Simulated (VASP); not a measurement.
# Cr in VASP: single point with PBE

Aim: the single point of Cr with PBE.

Program: VASP 6.6.1. These are calculated values, not measurements. Logs are shortened: lines on timing, memory, paths and dates and some standing lists are left out, and cuts for length are marked.

### Step 1. The cell of the first run

The cell holds a slab with vacuum, 4 atoms: a = 2.467 Å, b = 2.467 Å, c = 22.043 Å, α = 90.00°, β = 90.00°, γ = 109.47°.

### Step 2. Single point, PBE, collinear spin, ferromagnetic start

Contents of INCAR:

```
SYSTEM = Cr
  PREC = Accurate
  ENCUT = 520
  EDIFF = 1E-6
  ISMEAR = -1
  SIGMA = 0.05
  LREAL = .FALSE.
  LASPH = .TRUE.
  NELM = 150
  ALGO = Normal
  ISIF = 2
  LWAVE = .FALSE.
  LCHARG = .FALSE.
  ISPIN = 2
  MAGMOM = 2 2 2 2
  LORBIT = 11
  LMAXMIX = 4
  LDIPOL = .TRUE.
  IDIPOL = 3
  DIPOL = 0.5 0.5 0.500
  GGA = PE
  NBANDS = 36
```

Contents of KPOINTS:

```
regular mesh
0
G
  14 14 1
  0 0 0
```

Contents of POSCAR:

```
Cr
1.0
    2.4668230336      0.0000000000      0.0000000000
   -0.8222743445      2.3257430600      0.0000000000
    0.0000000000      0.0000000000     22.0425000000
Cr
4
Direct
    0.2500000000      0.2500000000      0.3660594979
    0.7500000000      0.7500000000      0.4538702500
    0.2500000000      0.2500000000      0.5461298332
    0.7500000000      0.7500000000      0.6339404185
```

Potentials or basis: VASP PAW PBE potentials, release 64 (Cr_pv).

Run with:

```bash
> cat potpaw_PBE.64/Cr_pv/POTCAR > POTCAR
> mpirun -np 1 vasp_std > vasp.out
```

OUTCAR:

```text
SYSTEM = Cr
   PREC = Accurate
   ENCUT = 520
   EDIFF = 1E-6
   ISMEAR = -1
   LREAL = .FALSE.
   LASPH = .TRUE.
   NELM = 150
   ISIF = 2
   ISPIN = 2
   LORBIT = 11
   GGA = PE

 ion  position               nearest neighbor table
   1  0.250  0.250  0.366-   2 2.40   2 2.40   2 2.79   2 2.79
   2  0.750  0.750  0.454-   1 2.40   1 2.40   3 2.48   3 2.48   1 2.79   1 2.79   3 2.86   3 2.86

   3  0.250  0.250  0.546-   4 2.40   4 2.40   2 2.48   2 2.48   4 2.79   4 2.79   2 2.86   2 2.86

   4  0.750  0.750  0.634-   3 2.40   3 2.40   3 2.79   3 2.79

  LATTYP: Found a base centered orthorhombic cell.
 ALAT       =     2.8484418850
 B/A-ratio  =     1.4142135624
 C/A-ratio  =     7.7384411865

  Lattice vectors:

 A1 = (   2.4668230336,   0.0000000000,   0.0000000000)
 A2 = (  -0.8222743445,   2.3257430600,   0.0000000000)
 A3 = (   0.0000000000,   0.0000000000,  22.0425000000)

Analysis of symmetry for initial positions (statically):
=====================================================================
 Subroutine PRICEL returns:
 Original cell was already a primitive cell.

 Routine SETGRP: Setting up the symmetry group for a
 base centered orthorhombic supercell.

 Subroutine GETGRP returns: Found  8 space group operations
 (whereof  4 operations were pure point group operations)
 out of a pool of  8 trial point group operations.

The static configuration has the point symmetry C_2h.
 The point group associated with its full space group is D_2h.

Analysis of symmetry for dynamics (positions and initial velocities):
=====================================================================
 Subroutine PRICEL returns:
 Original cell was already a primitive cell.

 Routine SETGRP: Setting up the symmetry group for a
 base centered orthorhombic supercell.

 Subroutine GETGRP returns: Found  8 space group operations
 (whereof  4 operations were pure point group operations)
 out of a pool of  8 trial point group operations.

The dynamic configuration has the point symmetry C_2h.
 The point group associated with its full space group is D_2h.

Analysis of structural, dynamic, and magnetic symmetry:
=====================================================================
 Subroutine PRICEL returns:
 Original cell was already a primitive cell.

 Routine SETGRP: Setting up the symmetry group for a
 base centered orthorhombic supercell.

 Subroutine GETGRP returns: Found  8 space group operations
 (whereof  4 operations were pure point group operations)
 out of a pool of  8 trial point group operations.

The overall configuration has the point symmetry C_2h.
 The point group associated with its full space group is D_2h.

 Subroutine INISYM returns: Found  8 space group operations
 (whereof  4 operations are pure point group operations),
 and found     1 'primitive' translations

----------------------------------------------------------------------------------------

                                     Primitive cell

  volume of cell :     126.4622

  direct lattice vectors                    reciprocal lattice vectors
     2.466823034  0.000000000  0.000000000     0.405379708  0.143323370  0.000000000
    -0.822274345  2.325743060  0.000000000     0.000000000  0.429970110  0.000000000
     0.000000000  0.000000000 22.042500000     0.000000000  0.000000000  0.045366905

  length of vectors
     2.466823034  2.466823034 22.042500000     0.429970110  0.429970110  0.045366905

  position of ions in fractional coordinates (direct lattice)
     0.250000000  0.250000000  0.366059498
     0.750000000  0.750000000  0.453870250
     0.250000000  0.250000000  0.546129833
     0.750000000  0.750000000  0.633940419

  ion indices of the primitive-cell ions
   primitive index   ion index
                 1           1
                 2           2
                 3           3
                 4           4

----------------------------------------------------------------------------------------

 KPOINTS: regular mesh

Automatic generation of k-mesh.
 Grid dimensions read from file:
 generate k-points for:   14   14    1

 Generating k-lattice:

  Cartesian coordinates                     Fractional coordinates (reciprocal lattice)
     0.028955693  0.010237384  0.000000000     0.071428571  0.000000000  0.000000000
     0.000000000  0.030712151  0.000000000     0.000000000  0.071428571  0.000000000
     0.000000000  0.000000000  0.045366905     0.000000000  0.000000000  1.000000000

  Length of vectors
     0.030712151  0.030712151  0.045366905

  Shift w.r.t. Gamma in fractional coordinates (k-lattice)
     0.000000000  0.000000000  0.000000000

 Subroutine IBZKPT returns following result:
 ===========================================

 Found     57 irreducible k-points:

 Following reciprocal coordinates:
            Coordinates               Weight
  0.000000  0.000000  0.000000      1.000000
  0.071429 -0.000000  0.000000      4.000000
  0.142857  0.000000  0.000000      4.000000
  0.214286 -0.000000  0.000000      4.000000
  0.285714  0.000000  0.000000      4.000000
  0.357143  0.000000  0.000000      4.000000
[... 16 lines left out ...]
  0.214286  0.142857  0.000000      4.000000
  0.285714  0.142857  0.000000      4.000000
 [... further k-points ...]
   k-points           NKPTS =     57   k-points in BZ     NKDIM =     57   number of bands    NBANDS=     36
   number of dos      NEDOS =    301   number of ions     NIONS =      4
   total plane-waves  NPLWV =  54432
   dimension x,y,z NGX =    18 NGY =   18 NGZ =  168
   dimension x,y,z NGXF=    36 NGYF=   36 NGZF=  336
   ions per type =               4
   NGX,Y,Z   is equivalent  to a cutoff of  12.13, 12.13, 12.67 a.u.
   NGXF,Y,Z  is equivalent  to a cutoff of  24.26, 24.26, 25.34 a.u.
 SYSTEM =  Cr
   PREC   = accura    normal or accurate (medium, high low for compatibility)
   ISTART =      0    job   : 0-new  1-cont  2-samecut
   ICHARG =      2    charge: 1-file 2-atom 10-const
   ISPIN  =      2    spin polarized calculation?
   LNONCOLLINEAR =      F non collinear calculations
   LSORBIT =      F    spin-orbit coupling
   LASPH  =      T    aspherical Exc in radial PAW
   ENCUT  =  520.0 eV  38.22 Ry    6.18 a.u.   4.59  4.59 40.98*2*pi/ulx,y,z
   NELM   =    150;   NELMIN=  2; NELMDL= -5     # of ELM steps
   EDIFF  = 0.1E-05   stopping-criterion for ELM
   LREAL  =      F    real-space projection
[... 7 lines left out ...]
   TEBEG  =    0.0;   TEEND  =   0.0 temperature during run
   PSTRESS=    0.0 pullay stress
   NELECT =      48.0000    total number of electrons
   NUPDOWN=      -1.0000    fix difference up-down
   EMIN   =  10.00;   EMAX   =-10.00  energy-range for DOS
   EFERMI =   0.00;   METHOD = LEGACY
   ISMEAR =    -1;   SIGMA  =   0.05  broadening in eV -4-tet -1-fermi 0-gaus
   EFERMI_NEDOS =   21; number of points for ismear=-14 and -15
   IALGO  =     38    algorithm
   IMIX   =      4    mixing-type and parameters
     AMIX     =   0.40;   BMIX     =  1.00
     AMIX_MAG =   1.60;   BMIX_MAG =  1.00
  volume/ion in A,a.u.               =      31.62       213.35
  Fermi-wavevector in a.u.,A,eV,Ry     =   1.185318  2.239927 19.115912  1.404980
  Thomas-Fermi vector in A             =   2.321515
   LORBIT       =     11    0 simple, 1 ext, 2 COOP (PROOUT), +10 PAW based schemes
   GGA     = PE    functional components
   LHFCALC =     F    Hartree Fock is set to
   AEXX    =    0.0000 exact exchange contribution
   IVDW    =     0    specifies the selected vdW correction
   LEPSILON=     F    determine dielectric tensor
   LRPA    =     F    only Hartree local field effects (RPA)
 spin polarized calculation
  energy-cutoff  :      520.00
  volume of cell :      126.46
 maximum number of plane-waves:      3457
   NGX =  9   NGY =  9   NGZ = 81

 number of electron      47.9999990 magnetization      -0.0005967

 dipolmoment           0.000000      0.000000     -0.000000 electrons x Angstroem

 number of electron      47.9999990 magnetization       0.0000333

 dipolmoment           0.000000      0.000000      0.000000 electrons x Angstroem

 Free energy of the ion-electron system (eV)
  ---------------------------------------------------
  ext. energy  EPLUGINS =         0.00000000
  ---------------------------------------------------
  free energy    TOTEN  =       -35.74163039 eV

  energy without entropy =      -35.70469620  energy(sigma->0) =      -35.72316329

 E-fermi :   1.0691     XC(G=0):  -5.9318

 val. band max:        1.0529284252   @ k =  -0.2143   0.0714   0.0000
 cond. band min:       1.0738151567   @ k =  -0.1429   0.1429   0.0000
 fundamental gap:      0.0208867315
 Fermi energy:         1.0690907296

 spin component 1

 k-point     1 :       0.0000    0.0000    0.0000
  band No.  band energies     occupation
      1     -42.5421      1.00000
      2     -42.2921      1.00000
      3     -41.9874      1.00000
      4     -41.9085      1.00000
      5     -41.8649      1.00000
      6     -41.7537      1.00000
[... 925 lines left out ...]
     35       4.5280      0.00000
     36       6.3386      0.00000

 [... further k-points ...]

 spin component 2

 k-point     1 :       0.0000    0.0000    0.0000
  band No.  band energies     occupation
      1     -42.5421      1.00000
      2     -42.2921      1.00000
      3     -41.9874      1.00000
      4     -41.9085      1.00000
      5     -41.8649      1.00000
      6     -41.7537      1.00000
[... 925 lines left out ...]
     35       4.5280      0.00000
     36       6.3387      0.00000

 [... further k-points ...]

------------------------ aborting loop because EDIFF is reached ----------------------------------------

 vacuum level on the upper side and lower side of the slab       (xc-potential included)         0.033         0.033

  FORCE on cell =-STRESS in cart. coord.  units (eV):
  Direction    XX          YY          ZZ          XY          YZ          ZX
  --------------------------------------------------------------------------------------
  -------------------------------------------------------------------------------------
  Total       -2.0589398     -2.3228941     -0.1136560     -0.3732877     -0.0000000     -0.0000000
  in kB      -26.0851688    -29.4292644     -1.4399332     -4.7292655     -0.0000000     -0.0000000
  external PRESSURE =     -18.9847888 kB  Pullay stress =       0.0000000 kB

 VOLUME and BASIS-vectors are now :
 -----------------------------------------------------------------------------
  energy-cutoff  :      520.00
  volume of cell :      126.46
      direct lattice vectors                 reciprocal lattice vectors
     2.466823034  0.000000000  0.000000000     0.405379708  0.143323370  0.000000000
    -0.822274345  2.325743060  0.000000000     0.000000000  0.429970110  0.000000000
     0.000000000  0.000000000 22.042500000     0.000000000  0.000000000  0.045366905

 POSITION                                       TOTAL-FORCE (eV/Angst)
 -----------------------------------------------------------------------------------
      0.41114      0.58144      8.06887        -0.000000      0.000000      0.010764
      1.23341      1.74431     10.00443         0.000000     -0.000000      0.008958
      0.41114      0.58144     12.03807        -0.000000      0.000000     -0.008958
      1.23341      1.74431     13.97363        -0.000000     -0.000000     -0.010764
 -----------------------------------------------------------------------------------
    total drift:                               -0.000000     -0.000000     -0.000011

  FREE ENERGIE OF THE ION-ELECTRON SYSTEM (eV)
  ---------------------------------------------------
  free  energy   TOTEN  =       -35.7416303895 eV

  energy  without entropy=      -35.7046961991  energy(sigma->0) =      -35.72316329

 vacuum level on the upper side and lower side of the slab         5.878         5.876

 total charge

# of ion       s       p       d       tot
------------------------------------------
    1        0.437   6.300   4.196  10.933
    2        0.445   6.406   4.240  11.091
    3        0.445   6.406   4.240  11.091
    4        0.437   6.300   4.196  10.933
--------------------------------------------------
tot          1.764  25.412  16.872  44.048

 magnetization (x)

# of ion       s       p       d       tot
------------------------------------------
    1        0.000  -0.000   0.000   0.000
    2        0.000  -0.000  -0.000   0.000
    3        0.000  -0.000  -0.000   0.000
    4        0.000  -0.000   0.000   0.000
--------------------------------------------------
tot          0.000  -0.000   0.000   0.000
```

Wall time 38 min (1 thread of AMD EPYC 9R45 (Zen 5), shared host); peak memory 0.47 GiB.

Results:

| Property | Result |
| --- | --- |
| Free energy | -35.7416 eV |
| Largest force | 0.011 eV/Å |
| Band gap on the k mesh | zero (filled and empty bands overlap) |
| Net moment | 0.00 μB per cell |
| Valence electrons inside the program's atomic spheres | Cr 10.93, 11.09 (each value once) |

Forces in eV/Å, atoms in the order of the input:
```
Cr   0.000  0.000  0.011
Cr   0.000  0.000  0.009
Cr   0.000  0.000 -0.009
Cr   0.000  0.000 -0.011
```

Caveat: the moments typed at the start vanished in this run.

The gap in the log of VASP goes by the Fermi energy; the results here count the filled bands.